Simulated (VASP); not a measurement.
# AlFe3B (Pm-3m) in VASP: single point with r2SCAN

Aim: the single point of AlFe3B with r2SCAN.

Program: VASP 6.6.1. These are calculated values, not measurements. Logs are shortened: lines on timing, memory, paths and dates and some standing lists are left out, and cuts for length are marked.

## Step 1: The cell of the first run

Symmetry: Pm-3m, No. 221, cubic system. Conventional cell: a = 3.822 Å, b = 3.822 Å, c = 3.822 Å, α = 90.00°, β = 90.00°, γ = 90.00°. Al (site symmetry m-3m) has 12 Fe at 2.70 Å and 8 B at 3.31 Å within 3.6 Å. Within 2.5 Å of Fe (site symmetry 4/mmm) lie 2 B at 1.91 Å. Within 2.5 Å of B (site symmetry m-3m) lie 6 Fe at 1.91 Å.

## Step 2: Single point, r2SCAN, collinear spin, ferrimagnetic start

The input, POSCAR:

```
AlFe3B
1.0
    3.8223220000      0.0000000000      0.0000000000
    0.0000000000      3.8223220000      0.0000000000
    0.0000000000      0.0000000000      3.8223220000
Al Fe B
1 3 1
Direct
    0.5000000000      0.5000000000      0.5000000000
    0.5000000000      0.0000000000      0.0000000000
    0.0000000000      0.5000000000      0.0000000000
    0.0000000000      0.0000000000      0.5000000000
    0.0000000000      0.0000000000      0.0000000000
```

The input, INCAR.step1:

```
SYSTEM = AlFe3B
ALGO = Normal ; EDIFF = 1E-4
ENCUT = 520 ; GGA = PE
ISMEAR = 0 ; ISPIN = 2
LASPH = .True. ; LCHARG = .False.
LMAXMIX = 4 ; LREAL = .False.
LWAVE = .True. ; MAGMOM = 0 4 4 -4 0
NBANDS = 27 ; NELM = 150
PREC = Accurate ; SIGMA = 0.1
```

The input, INCAR.step2:

```
SYSTEM = AlFe3B
ALGO = Normal ; EDIFF = 1E-7
ENCUT = 520 ; ISIF = 2
ISMEAR = 0 ; ISPIN = 2
ISTART = 1 ; LASPH = .True.
LCHARG = .False. ; LMAXMIX = 4
LMIXTAU = .True. ; LORBIT = 11
LREAL = .False. ; LWAVE = .False.
MAGMOM = 0 4 4 -4 0 ; METAGGA = R2SCAN
NBANDS = 27 ; NELM = 150
PREC = Accurate ; SIGMA = 0.1
```

The input, KPOINTS:

```
k-points
0
Gamma
  10 10 10
  0 0 0
```

Potentials or basis: VASP PAW PBE potentials, release 64 (Al, Fe, B).

The run is started by

```bash
$ cat potpaw_PBE.64/Al/POTCAR potpaw_PBE.64/Fe/POTCAR potpaw_PBE.64/B/POTCAR > POTCAR
$ cp INCAR.step1 INCAR
$ mpirun -np 1 vasp_std > vasp.out
$ cp INCAR.step2 INCAR
$ mpirun -np 1 vasp_std > vasp.out
```

OUTCAR:

```text
SYSTEM = AlFe3B
   EDIFF = 1E-7
   ENCUT = 520
   ISIF = 2
   ISMEAR = 0
   ISPIN = 2
   ISTART = 1
   LASPH = .True.
   LORBIT = 11
   LREAL = .False.
   METAGGA = R2SCAN
   NELM = 150
   PREC = Accurate

 ion  position               nearest neighbor table
   1  0.500  0.500  0.500-   2 2.70   3 2.70   4 2.70   2 2.70   3 2.70   2 2.70   4 2.70   2 2.70
                             3 2.70   4 2.70   3 2.70   4 2.70
   2  0.500  0.000  0.000-   5 1.91   5 1.91   4 2.70   1 2.70   1 2.70   4 2.70   1 2.70   3 2.70
                             1 2.70   3 2.70   4 2.70   3 2.70   4 2.70   3 2.70
   3  0.000  0.500  0.000-   5 1.91   5 1.91   4 2.70   1 2.70   1 2.70   4 2.70   2 2.70   4 2.70
                             2 2.70   4 2.70   1 2.70   2 2.70   1 2.70   2 2.70
   4  0.000  0.000  0.500-   5 1.91   5 1.91   3 2.70   1 2.70   2 2.70   3 2.70   2 2.70   1 2.70
                             3 2.70   3 2.70   1 2.70   2 2.70   2 2.70   1 2.70
   5  0.000  0.000  0.000-   2 1.91   3 1.91   4 1.91   4 1.91   3 1.91   2 1.91

  LATTYP: Found a simple cubic cell.
 ALAT       =     3.8223220000

  Lattice vectors:

 A1 = (   3.8223220000,   0.0000000000,   0.0000000000)
 A2 = (   0.0000000000,   3.8223220000,   0.0000000000)
 A3 = (   0.0000000000,   0.0000000000,   3.8223220000)

Analysis of symmetry for initial positions (statically):
=====================================================================
 Subroutine PRICEL returns:
 Original cell was already a primitive cell.

 Routine SETGRP: Setting up the symmetry group for a
 simple cubic supercell.

 Subroutine GETGRP returns: Found 48 space group operations
 (whereof 48 operations were pure point group operations)
 out of a pool of 48 trial point group operations.

The static configuration has the point symmetry O_h .

Analysis of symmetry for dynamics (positions and initial velocities):
=====================================================================
 Subroutine PRICEL returns:
 Original cell was already a primitive cell.

 Routine SETGRP: Setting up the symmetry group for a
 simple cubic supercell.

 Subroutine GETGRP returns: Found 48 space group operations
 (whereof 48 operations were pure point group operations)
 out of a pool of 48 trial point group operations.

The dynamic configuration has the point symmetry O_h .

Analysis of structural, dynamic, and magnetic symmetry:
=====================================================================
 Subroutine PRICEL returns:
 Original cell was already a primitive cell.

 Routine SETGRP: Setting up the symmetry group for a
 simple cubic supercell.

 Subroutine GETGRP returns: Found 16 space group operations
 (whereof 16 operations were pure point group operations)
 out of a pool of 48 trial point group operations.

The overall configuration has the point symmetry D_4h.

 Subroutine INISYM returns: Found 16 space group operations
 (whereof 16 operations are pure point group operations),
 and found     1 'primitive' translations

----------------------------------------------------------------------------------------

                                     Primitive cell

  volume of cell :      55.8447

  direct lattice vectors                    reciprocal lattice vectors
     3.822322000  0.000000000  0.000000000     0.261621077  0.000000000  0.000000000
     0.000000000  3.822322000  0.000000000     0.000000000  0.261621077  0.000000000
     0.000000000  0.000000000  3.822322000     0.000000000  0.000000000  0.261621077

  length of vectors
     3.822322000  3.822322000  3.822322000     0.261621077  0.261621077  0.261621077

  position of ions in fractional coordinates (direct lattice)
     0.500000000  0.500000000  0.500000000
     0.500000000  0.000000000  0.000000000
     0.000000000  0.500000000  0.000000000
     0.000000000  0.000000000  0.500000000
     0.000000000  0.000000000  0.000000000

  ion indices of the primitive-cell ions
   primitive index   ion index
                 1           1
                 2           2
                 3           3
                 4           4
                 5           5

----------------------------------------------------------------------------------------

[... 30 lines left out ...]
  0.000000  0.000000  0.200000      2.000000
  0.300000  0.000000  0.000000      4.000000
[... 16 lines left out ...]
  0.500000  0.100000  0.000000      4.000000
  0.000000  0.500000  0.100000      4.000000
 [... further k-points ...]
   k-points           NKPTS =    126   k-points in BZ     NKDIM =    126   number of bands    NBANDS=     27
   number of dos      NEDOS =    301   number of ions     NIONS =      5
   total plane-waves  NPLWV =  21952
   dimension x,y,z NGX =    28 NGY =   28 NGZ =   28
   dimension x,y,z NGXF=    56 NGYF=   56 NGZF=   56
   ions per type =               1   3   1
   NGX,Y,Z   is equivalent  to a cutoff of  12.18, 12.18, 12.18 a.u.
   NGXF,Y,Z  is equivalent  to a cutoff of  24.36, 24.36, 24.36 a.u.
 SYSTEM =  AlFe3B
   PREC   = accura    normal or accurate (medium, high low for compatibility)
   ISTART =      1    job   : 0-new  1-cont  2-samecut
   ICHARG =      0    charge: 1-file 2-atom 10-const
   ISPIN  =      2    spin polarized calculation?
   LNONCOLLINEAR =      F non collinear calculations
   LSORBIT =      F    spin-orbit coupling
   LASPH  =      T    aspherical Exc in radial PAW
   ENCUT  =  520.0 eV  38.22 Ry    6.18 a.u.   7.11  7.11  7.11*2*pi/ulx,y,z
   NELM   =    150;   NELMIN=  2; NELMDL=  0     # of ELM steps
   EDIFF  = 0.1E-06   stopping-criterion for ELM
   LREAL  =      F    real-space projection
   EDIFFG = 0.1E-05   stopping-criterion for IOM
   NSW    =      0    number of steps for IOM
   IBRION =     -1    ionic relax: 0-MD 1-quasi-New 2-CG
   NFREE  =      0    steps in history (QN), initial steepest desc. (CG)
   ISIF   =      2    stress and relaxation
   ISYM   =      2    0-nonsym 1-usesym 2-fastsym
   POTIM  = 0.5000    time-step for ionic-motion
   TEBEG  =    0.0;   TEEND  =   0.0 temperature during run
   PSTRESS=    0.0 pullay stress
   NELECT =      30.0000    total number of electrons
   NUPDOWN=      -1.0000    fix difference up-down
   EMIN   =  10.00;   EMAX   =-10.00  energy-range for DOS
   EFERMI =   0.00;   METHOD = LEGACY
   ISMEAR =     0;   SIGMA  =   0.10  broadening in eV -4-tet -1-fermi 0-gaus
   EFERMI_NEDOS =   21; number of points for ismear=-14 and -15
   IALGO  =     38    algorithm
   IMIX   =      4    mixing-type and parameters
     AMIX     =   0.40;   BMIX     =  1.00
     AMIX_MAG =   1.60;   BMIX_MAG =  1.00
  volume/ion in A,a.u.               =      11.17        75.37
  Fermi-wavevector in a.u.,A,eV,Ry     =   1.330826  2.514897 24.097253  1.771098
  Thomas-Fermi vector in A             =   2.459884
   LORBIT       =     11    0 simple, 1 ext, 2 COOP (PROOUT), +10 PAW based schemes
   METAGGA = R2SCAN    functional components
   LHFCALC =     F    Hartree Fock is set to
   AEXX    =    0.0000 exact exchange contribution
   IVDW    =     0    specifies the selected vdW correction
   LEPSILON=     F    determine dielectric tensor
   LRPA    =     F    only Hartree local field effects (RPA)
 spin polarized calculation
 Gauss-broadening in eV      SIGMA  =   0.10
  energy-cutoff  :      520.00
  volume of cell :       55.84
 maximum number of plane-waves:      1517
   NGX = 15   NGY = 15   NGZ = 15

 number of electron      29.9999949 magnetization       5.9734167

 Free energy of the ion-electron system (eV)
  ---------------------------------------------------
  ext. energy  EPLUGINS =         0.00000000
  ---------------------------------------------------
  free energy    TOTEN  =       -57.06970637 eV

  energy without entropy =      -57.05135259  energy(sigma->0) =      -57.06052948

 E-fermi :   6.7730     XC(G=0): -13.2496

 val. band max:        6.7707267403   @ k =   0.5000   0.3000   0.3000
 cond. band min:       6.7739241503   @ k =   0.4000   0.2000   0.5000
 fundamental gap:      0.0031974100
 Fermi energy:         6.7730195025

 spin component 1

 k-point     1 :       0.0000    0.0000    0.0000
  band No.  band energies     occupation
      1      -4.8198      1.00000
      2      -0.6602      1.00000
      3       2.3054      1.00000
      4       2.3054      1.00000
      5       2.3054      1.00000
      6       2.5834      1.00000
[... 709 lines left out ...]
     26      15.8569      0.00000
     27      16.3583      0.00000

 [... further k-points ...]

 spin component 2

 k-point     1 :       0.0000    0.0000    0.0000
  band No.  band energies     occupation
      1      -5.1543      1.00000
      2      -0.2800      1.00000
      3       4.1788      1.00000
      4       4.1789      1.00000
      5       4.3443      1.00000
      6       4.3443      1.00000
[... 709 lines left out ...]
     26      15.9233      0.00000
     27      16.9741      0.00000

 [... further k-points ...]

------------------------ aborting loop because EDIFF is reached ----------------------------------------

  FORCE on cell =-STRESS in cart. coord.  units (eV):
  Direction    XX          YY          ZZ          XY          YZ          ZX
  --------------------------------------------------------------------------------------
  -------------------------------------------------------------------------------------
  Total        1.1425837      1.1425837      1.1425375      0.0000000      0.0000000      0.0000000
  in kB       32.7805925     32.7805925     32.7792665      0.0000000      0.0000000      0.0000000
  external PRESSURE =      32.7801505 kB  Pullay stress =       0.0000000 kB

 VOLUME and BASIS-vectors are now :
 -----------------------------------------------------------------------------
  energy-cutoff  :      520.00
  volume of cell :       55.84
      direct lattice vectors                 reciprocal lattice vectors
     3.822322000  0.000000000  0.000000000     0.261621077  0.000000000  0.000000000
     0.000000000  3.822322000  0.000000000     0.000000000  0.261621077  0.000000000
     0.000000000  0.000000000  3.822322000     0.000000000  0.000000000  0.261621077

 POSITION                                       TOTAL-FORCE (eV/Angst)
 -----------------------------------------------------------------------------------
      1.91116      1.91116      1.91116         0.000000      0.000000      0.000000
      1.91116      0.00000      0.00000         0.000000      0.000000      0.000000
      0.00000      1.91116      0.00000         0.000000      0.000000      0.000000
      0.00000      0.00000      1.91116         0.000000      0.000000      0.000000
      0.00000      0.00000      0.00000         0.000000      0.000000      0.000000
 -----------------------------------------------------------------------------------
    total drift:                                0.000000      0.000000     -0.000000

  FREE ENERGIE OF THE ION-ELECTRON SYSTEM (eV)
  ---------------------------------------------------
  free  energy   TOTEN  =       -57.0697063716 eV

  energy  without entropy=      -57.0513525882  energy(sigma->0) =      -57.06052948

 total charge

# of ion       s       p       d       tot
------------------------------------------
    1        0.383   0.381   0.000   0.763
    2        0.460   0.642   6.347   7.448
    3        0.460   0.642   6.347   7.448
    4        0.460   0.642   6.347   7.448
    5        0.825   1.322   0.000   2.148
--------------------------------------------------
tot          2.587   3.629  19.040  25.256

 magnetization (x)

# of ion       s       p       d       tot
------------------------------------------
    1       -0.031  -0.062   0.000  -0.092
    2        0.009  -0.029   2.208   2.188
    3        0.009  -0.029   2.208   2.188
    4        0.009  -0.029   2.208   2.188
    5       -0.032  -0.187   0.000  -0.219
--------------------------------------------------
tot         -0.036  -0.337   6.625   6.251
```

It took 40 min on 1 thread of Oxide Virtual Turin-like, shared host; peak memory 0.36 GiB.

What came out:

```yaml
Free_energy: -57.0697 eV
Pressure: 3.3 GPa
Band_gap_on_the_k_mesh: zero (filled and empty bands overlap)
Net_moment: 5.97 μB per cell
Site_moments: Al -0.09; Fe +2.19; B -0.22 μB
Valence_electrons_inside_the_program's_atomic_spheres: Al 0.76; Fe 7.45; B 2.15
```

Levels at points of the mesh, in eV from the Fermi level:
Spin up:
| k point | band 16 | band 17 | band 18 | band 19 | band 20 | band 21 |
| --- | --- | --- | --- | --- | --- | --- |
| (0.00, 0.00, 0.00) | -1.31 | -1.26 | -1.26 | -1.26 | 4.22 | 4.94 |
| (0.50, 0.00, 0.00) | -1.88 | -1.26 | 1.42 | 1.42 | 3.99 | 4.31 |
| (0.00, 0.00, 0.50) | -1.88 | -1.26 | 1.42 | 1.42 | 3.99 | 4.31 |
| (0.50, 0.50, 0.00) | -2.08 | -1.66 | -0.55 | -0.55 | 3.38 | 6.65 |
| (0.00, 0.50, 0.50) | -2.08 | -1.66 | -0.55 | -0.55 | 3.38 | 6.65 |
| (0.50, 0.50, 0.50) | -2.30 | -1.38 | -1.38 | -1.38 | 1.79 | 1.79 |
Spin down:
```
           k point  band 9  band 10  band 11  band 12  band 13  band 14  band 15  band 16
(0.00, 0.00, 0.00)   -2.16    -2.16     0.41     0.41     0.82     0.82     0.82     1.57
(0.50, 0.00, 0.00)   -1.76    -1.41    -0.32     0.34     0.36     0.76     0.76     0.76
(0.00, 0.00, 0.50)   -1.76    -1.41    -0.32     0.34     0.36     0.76     0.76     0.76
(0.50, 0.50, 0.00)   -0.78    -0.78    -0.44    -0.44    -0.21     0.24     0.93     1.23
(0.00, 0.50, 0.50)   -0.78    -0.78    -0.44    -0.44    -0.21     0.24     0.93     1.23
(0.50, 0.50, 0.50)   -0.78    -0.78    -0.78    -0.44    -0.44    -0.44     1.30     1.30
```

Caveat: the cell stands under pressure; the PAW data sets were made with another functional, which shifts forces and pressure a little.
